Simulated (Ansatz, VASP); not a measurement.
**Two plane-wave programs on SiC**

```xyz
2
Lattice="0.0000 2.2987 2.2987 2.2987 0.0000 2.2987 2.2502 2.2502 0.0484" Properties=species:S:1:pos:R:3 pbc="T T T"
Si    0.0000    0.0000    0.0000
C     3.4117    3.4117    3.4843
```

Alike in both runs: task single point; functional PBE; k mesh 12 × 12 × 12; occupations gaussian, width 0.05 eV; no spin polarisation.

```csv
,VASP,Ansatz
version,VASP 6.6.1,Ansatz 0.2.0
potentials or method,"VASP PAW PBE potentials, release 64 (Si, C), cutoff 520 eV","scalar-relativistic, plane waves, PAW"
valence electrons in the cell,8,8
```

VASP gave:

| Quantity | Value |
| --- | --- |
| gap on the k mesh at the Fermi level (eV) | 1.37 |
| least direct gap on the mesh (eV) | 4.23 |
| pressure (GPa) | -19.0 |
| traceless stress, the component that is largest in VASP (GPa) | 4.22 |
| rms of the force components (eV/Å) | 0.076 |

What did Ansatz give for the same quantities?

gap on the k mesh at the Fermi level (eV): 1.37; least direct gap on the mesh (eV): 4.23; pressure (GPa): -19.0; traceless stress, the component that is largest in VASP (GPa): 4.20; rms of the force components (eV/Å): 0.076.

Atom by atom the forces differ by 0.000 eV/Å (rms over components). With one functional, cell and mesh, what is left measures potentials, basis and numerics.
